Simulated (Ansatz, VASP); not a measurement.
## SrAuN2: VASP beside Ansatz

Contents of INCAR:

```
SYSTEM = SrAuN2
ALGO = Normal
EDIFF = 1E-7
EDIFFG = -0.04
ENCUT = 600
GGA = PE
IBRION = 2
ISIF = 3
ISMEAR = 0
LASPH = .TRUE.
LCHARG = .FALSE.
LREAL = .FALSE.
LWAVE = .FALSE.
NELM = 60
NSW = 90
PREC = Accurate
SIGMA = 0.1
```

File KPOINTS:

```
k-points
0
G
  4 4 6
  0 0 0
```

Contents of POSCAR:

```
SrAuN2
1.0
    4.4484250773      0.0000000000      0.0000000000
    0.0000000000      4.4484250773      0.0000000000
    0.0000000000      0.0000000000      2.9056348541
Sr Au N
1 1 2
Direct
    0.5000000000      0.5000000000      0.0000000000
    0.0000000000      0.0000000000      0.0000000000
    0.0000000000      0.5000000000      0.5000000000
    0.5000000000      0.0000000000      0.5000000000
```

Input for Ansatz:

```yaml
crystal:
  lattice:
    - [4.4484250773, 0.0, 0.0]
    - [0.0, 4.4484250773, 0.0]
    - [0.0, 0.0, 2.9056348541]
  atoms:
    - { symbol: Sr, position: [0.5, 0.5, 0.0] }
    - { symbol: Au, position: [0.0, 0.0, 0.0] }
    - { symbol: "N", position: [0.0, 0.5, 0.5] }
    - { symbol: "N", position: [0.5, 0.0, 0.5] }
basis:
  ecutwfc: 420
kpoints:
  mp_grid: { grid: [4, 4, 6] }
hamiltonian:
  xc: pbe
scf:
  occupations: { method: gaussian, width: 0.1 }
  lower_state_search: "off"
output:
  forces: true
  stress: true
  eigenvalues: true
relax:
  adjacent_minimum: "off"
  f_tol: 0.04
  max_steps: 70
  cell: { stress_tol: 0.4 }
```

Change from the starting cell: species swapped into the TiAgHg2 type (P4/mmm, No. 123).

Alike in both runs: task relaxation of cell and atoms; functional PBE; k mesh 4 × 4 × 6; occupations gaussian, width 0.1 eV; no spin polarisation.

|  | VASP | Ansatz |
| --- | --- | --- |
| version | VASP 6.6.1 | Ansatz 0.2.0 |
| potentials or method | VASP PAW PBE potentials, release 64 (Sr_sv, Au, N), cutoff 600 eV | scalar-relativistic, plane waves, PAW |
| valence electrons in the cell | 31 | 39 |

Ansatz gave:

- gap on the k mesh at the Fermi level, each at its own relaxed structure (eV): none
- relaxed volume (Å³/atom): 14.37
- relaxed cell length with the largest relative difference (Å): 2.950

Question: Estimate VASP's values.

Answer: gap on the k mesh at the Fermi level, each at its own relaxed structure (eV): none; relaxed volume (Å³/atom): 14.42; relaxed cell length with the largest relative difference (Å): 2.955.

A gap of «none» marks a metal or a gap that the smearing closes. VASP's potentials hold 31 valence electrons a cell and Ansatz's 39, so a difference there can come from the potentials and not from the codes.

The k mesh is coarse, so the values compare programs but aren't converged. Spin-orbit coupling is off throughout.
